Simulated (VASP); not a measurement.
# NaHF2 (R-3m) in VASP: notebook, part 3 of 5

VASP 6.6.1.

## (4) Electric field gradients, LDA (12.24 Å³/atom)

This run uses another cell than the first one, of 12.24 Å³/atom.

The input, INCAR:

```
  PREC = Accurate
  ENCUT = 520
  EDIFF = 1E-8
  ISMEAR = -1
  SIGMA = 0.02
  LREAL = False
  LASPH = True
  NELM = 60
  ALGO = Normal
  ISIF = 2
  LWAVE = False
  LCHARG = False
  LEFG = True
  NBANDS = 19
```

The input, KPOINTS:

```
Automatic mesh
0
Gamma
  10 10 10
```

The input, POSCAR:

```
NaHF2
1.0
    1.7398922078      1.0045272345      4.6695925921
   -1.7398922078      1.0045272345      4.6695925921
    0.0000000000     -2.0090544691      4.6695925921
Na H F
1 1 2
Direct
    0.0000000000      0.0000000000      0.0000000000
    0.5000000000      0.5000000000      0.5000000000
    0.4100000000      0.4100000000      0.4100000000
    0.5900000000      0.5900000000      0.5900000000
```

Potentials or basis: VASP PAW LDA potentials, release 64 (Na_pv, H, F).

Command:

```bash
$ cat potpaw_LDA.64/Na_pv/POTCAR potpaw_LDA.64/H/POTCAR potpaw_LDA.64/F/POTCAR > POTCAR
$ mpirun -np 1 vasp_std > vasp.out
```

OUTCAR:

```text
PREC = Accurate
   ENCUT = 520
   EDIFF = 1E-8
   ISMEAR = -1
   LREAL = False
   LASPH = True
   NELM = 60
   ISIF = 2

 ion  position               nearest neighbor table
   1  0.000  0.000  0.000-   4 2.28   3 2.28   4 2.28   4 2.28   3 2.28   3 2.28
   2  0.500  0.500  0.500-   3 1.26   4 1.26
   3  0.410  0.410  0.410-   2 1.26   1 2.28   1 2.28   1 2.28
   4  0.590  0.590  0.590-   2 1.26   1 2.28   1 2.28   1 2.28

  LATTYP: Found a trigonal (rhomboedric) cell.
 ALAT       =     5.0834432067
 COS(alpha) =     0.7657073146

  Lattice vectors:

 A1 = (   1.7398922078,   1.0045272345,   4.6695925921)
 A2 = (  -1.7398922078,   1.0045272345,   4.6695925921)
 A3 = (   0.0000000000,  -2.0090544691,   4.6695925921)

Analysis of symmetry for initial positions (statically):
=====================================================================
 Subroutine PRICEL returns:
 Original cell was already a primitive cell.

 Routine SETGRP: Setting up the symmetry group for a
 trigonal (rhombohedral) supercell.

 Subroutine GETGRP returns: Found 12 space group operations
 (whereof 12 operations were pure point group operations)
 out of a pool of 12 trial point group operations.

The static configuration has the point symmetry D_3d.

Analysis of symmetry for dynamics (positions and initial velocities):
=====================================================================
 Subroutine PRICEL returns:
 Original cell was already a primitive cell.

 Routine SETGRP: Setting up the symmetry group for a
 trigonal (rhombohedral) supercell.

 Subroutine GETGRP returns: Found 12 space group operations
 (whereof 12 operations were pure point group operations)
 out of a pool of 12 trial point group operations.

The dynamic configuration has the point symmetry D_3d.

 Subroutine INISYM returns: Found 12 space group operations
 (whereof 12 operations are pure point group operations),
 and found     1 'primitive' translations

----------------------------------------------------------------------------------------

                                     Primitive cell

  volume of cell :      48.9682

  direct lattice vectors                    reciprocal lattice vectors
     1.739892208  1.004527235  4.669592592     0.287374125  0.165915528  0.071383815
    -1.739892208  1.004527235  4.669592592    -0.287374125  0.165915528  0.071383815
     0.000000000 -2.009054469  4.669592592     0.000000000 -0.331831056  0.071383815

  length of vectors
     5.083443207  5.083443207  5.083443207     0.339422302  0.339422302  0.339422302

  position of ions in fractional coordinates (direct lattice)
     0.000000000  0.000000000  0.000000000
     0.500000000  0.500000000  0.500000000
     0.410000000  0.410000000  0.410000000
     0.590000000  0.590000000  0.590000000

  ion indices of the primitive-cell ions
   primitive index   ion index
                 1           1
                 2           2
                 3           3
                 4           4

[... 80 lines left out ...]
   TEBEG  =    0.0;   TEEND  =   0.0 temperature during run
   PSTRESS=    0.0 pullay stress
   NELECT =      22.0000    total number of electrons
   NUPDOWN=      -1.0000    fix difference up-down
   EMIN   =  10.00;   EMAX   =-10.00  energy-range for DOS
   EFERMI =   0.00;   METHOD = LEGACY
   ISMEAR =    -1;   SIGMA  =   0.02  broadening in eV -4-tet -1-fermi 0-gaus
   EFERMI_NEDOS =   21; number of points for ismear=-14 and -15
   IALGO  =     38    algorithm
   IMIX   =      4    mixing-type and parameters
     AMIX     =   0.40;   BMIX     =  1.00
     AMIX_MAG =   1.60;   BMIX_MAG =  1.00
  volume/ion in A,a.u.               =      12.24        82.61
  Fermi-wavevector in a.u.,A,eV,Ry     =   1.253846  2.369426 21.390133  1.572130
  Thomas-Fermi vector in A             =   2.387680
   LORBIT       =      0    0 simple, 1 ext, 2 COOP (PROOUT), +10 PAW based schemes
   GGA     = CA    functional components
   LHFCALC =     F    Hartree Fock is set to
   AEXX    =    0.0000 exact exchange contribution
   IVDW    =     0    specifies the selected vdW correction
   LEPSILON=     F    determine dielectric tensor
   LRPA    =     F    only Hartree local field effects (RPA)
 non-spin polarized calculation
  energy-cutoff  :      520.00
  volume of cell :       48.97
 maximum number of plane-waves:      1343
 NGX is ok and might be reduce to    40
   NGX = 19   NGY = 19   NGZ = 19

 number of electron      21.9999994 magnetization

 Free energy of the ion-electron system (eV)
  ---------------------------------------------------
  ext. energy  EPLUGINS =         0.00000000
  ---------------------------------------------------
  free energy    TOTEN  =       -18.45529024 eV

  energy without entropy =      -18.45529024  energy(sigma->0) =      -18.45529024

 E-fermi :  -3.8485     XC(G=0):  -8.7465

 val. band max:       -4.3723121092   @ k =   0.5000   0.5000   0.5000
 cond. band min:       1.8785687070   @ k =   0.0000   0.0000   0.0000
 fundamental gap:      6.2508808162
 Fermi energy:        -3.8485008346

 k-point     1 :       0.0000    0.0000    0.0000
  band No.  band energies     occupation
      1     -23.9510      2.00000
      2     -23.3887      2.00000
      3     -22.4505      2.00000
      4     -22.4505      2.00000
      5     -22.1847      2.00000
      6      -8.6869      2.00000
[... 505 lines left out ...]
      6      -8.2442      2.00000
[... 11 lines left out ...]
     18      14.7570      0.00000
     19      15.1526      0.00000

 [... further k-points ...]
[... 5 lines left out ...]
  --------------------------------------------------------------------------------------
  -------------------------------------------------------------------------------------
  Total       -0.6519322     -0.6519322     -5.7628425      0.0000000      0.0000000      0.0000000
  in kB      -21.3303874    -21.3303874   -188.5528195      0.0000000      0.0000000      0.0000000
  external PRESSURE =     -77.0711981 kB  Pullay stress =       0.0000000 kB

 VOLUME and BASIS-vectors are now :
 -----------------------------------------------------------------------------
  energy-cutoff  :      520.00
  volume of cell :       48.97
      direct lattice vectors                 reciprocal lattice vectors
     1.739892208  1.004527235  4.669592592     0.287374125  0.165915528  0.071383815
    -1.739892208  1.004527235  4.669592592    -0.287374125  0.165915528  0.071383815
     0.000000000 -2.009054469  4.669592592     0.000000000 -0.331831056  0.071383815

 POSITION                                       TOTAL-FORCE (eV/Angst)
 -----------------------------------------------------------------------------------
      0.00000      0.00000      0.00000         0.000000     -0.000000      0.000000
      0.00000     -0.00000      7.00439         0.000000     -0.000000     -0.000000
      0.00000     -0.00000      5.74360         0.000000     -0.000000      2.171265
      0.00000     -0.00000      8.26518         0.000000      0.000000     -2.171265
 -----------------------------------------------------------------------------------
    total drift:                                0.000000      0.000000     -0.000000

  FREE ENERGIE OF THE ION-ELECTRON SYSTEM (eV)
  ---------------------------------------------------
  free  energy   TOTEN  =       -18.4552902390 eV

  energy  without entropy=      -18.4552902390  energy(sigma->0) =      -18.45529024

 Electric field gradients (V/A^2)
---------------------------------------------------------------------
 ion       V_xx      V_yy      V_zz      V_xy      V_xz      V_yz
---------------------------------------------------------------------
   1      -4.033    -4.033     8.067     0.000     0.000     0.000
   2       0.583     0.583    -1.166    -0.000     0.000    -0.000
   3     -59.787   -59.787   119.575    -0.000     0.000     0.000
   4     -59.787   -59.787   119.575     0.000    -0.000     0.000
---------------------------------------------------------------------

 Electric field gradients after diagonalization (V/A^2)
 (convention: |V_zz| > |V_xx| > |V_yy|)
----------------------------------------------------------------------
 ion       V_xx      V_yy      V_zz     asymmetry (V_yy - V_xx)/ V_zz
----------------------------------------------------------------------
   1      -4.033    -4.033     8.067       0.000
   2       0.583     0.583    -1.166       0.000
   3     -59.787   -59.787   119.575       0.000
   4     -59.787   -59.787   119.575       0.000
----------------------------------------------------------------------

           NMR quadrupolar parameters

 Cq : quadrupolar parameter    Cq=e*Q*V_zz/h
 eta: asymmetry parameters     (V_yy - V_xx)/ V_zz
 Q  : nuclear electric quadrupole moment in mb (millibarn)
----------------------------------------------------------------------
 ion       Cq(MHz)       eta       Q (mb)
----------------------------------------------------------------------
   1       0.020       0.000       1.000
   2      -0.003       0.000       1.000
   3       0.289       0.000       1.000
   4       0.289       0.000       1.000
----------------------------------------------------------------------
```

OSZICAR:

```text
N       E                     dE             d eps       ncg     rms          rms(c)
DAV:   1     0.191554355681E+03    0.19155E+03   -0.12078E+04  4433   0.124E+03
DAV:   2    -0.547631897123E+01   -0.19703E+03   -0.18620E+03  4728   0.354E+02
DAV:   3    -0.195979072287E+02   -0.14122E+02   -0.14062E+02  5284   0.944E+01
DAV:   4    -0.197784389111E+02   -0.18053E+00   -0.18045E+00  5058   0.113E+01
DAV:   5    -0.197806154763E+02   -0.21766E-02   -0.21765E-02  4845   0.123E+00    0.654E+00
DAV:   6    -0.185290217594E+02    0.12516E+01   -0.34715E+00  4817   0.153E+01    0.231E+00
DAV:   7    -0.184796628136E+02    0.49359E-01   -0.75946E-02  4690   0.222E+00    0.135E+00
DAV:   8    -0.184544956071E+02    0.25167E-01   -0.45056E-02  5076   0.226E+00    0.190E-01
DAV:   9    -0.184549763871E+02   -0.48078E-03   -0.41371E-03  4765   0.550E-01    0.874E-02
DAV:  10    -0.184552764653E+02   -0.30008E-03   -0.30248E-04  4625   0.196E-01    0.200E-02
DAV:  11    -0.184552883542E+02   -0.11889E-04   -0.84688E-05  4975   0.832E-02    0.144E-02
DAV:  12    -0.184552904991E+02   -0.21450E-05   -0.10371E-05  4700   0.308E-02    0.577E-03
DAV:  13    -0.184552902202E+02    0.27889E-06   -0.14618E-06  5208   0.125E-02    0.103E-03
DAV:  14    -0.184552902408E+02   -0.20518E-07   -0.10283E-07  4749   0.271E-03    0.336E-04
DAV:  15    -0.184552902390E+02    0.17062E-08   -0.68639E-09  2959   0.874E-04
   1 F= -.18455290E+02 E0= -.18455290E+02  d E =-.759894E-13
```

Wall time 4.8 min (1 thread of Intel Xeon Platinum 8488C (Sapphire Rapids), shared host); peak memory 0.25 GiB.

What came out:

```
Free energy                             : -18.4553 eV
Pressure                                : -7.7 GPa
Largest force                           : 2.171 eV/Å
Band gap on the k mesh                  : 6.25 eV (least direct gap 6.55 eV)
Largest electric field gradient by atom : Na +8.1; H -1.2; F +119.6 V/Å²
```

Forces on the atoms (eV/Å):
```
Na   0.000  0.000  0.000
H    0.000  0.000  0.000
F    0.000  0.000  2.171
F    0.000  0.000 -2.171
```

Electric field gradients, principal values (V/Å²):
| atom | least | middle | greatest (by size) |
| --- | --- | --- | --- |
| 1 Na | -4.033 | -4.033 | 8.067 |
| 2 H | 0.583 | 0.583 | -1.166 |
| 3 F | -59.787 | -59.787 | 119.575 |
| 4 F | -59.787 | -59.787 | 119.575 |

Caveat: the stress differs along the axes, from -19 to -2 GPa; without QUAD_EFG the Cq values of the log hold for a quadrupole moment of 1 mb, not for the nuclei; forces of over 1 eV/Å act on the atoms, so gaps and moduli don't describe the material at rest.

[end of part 3 of 5]
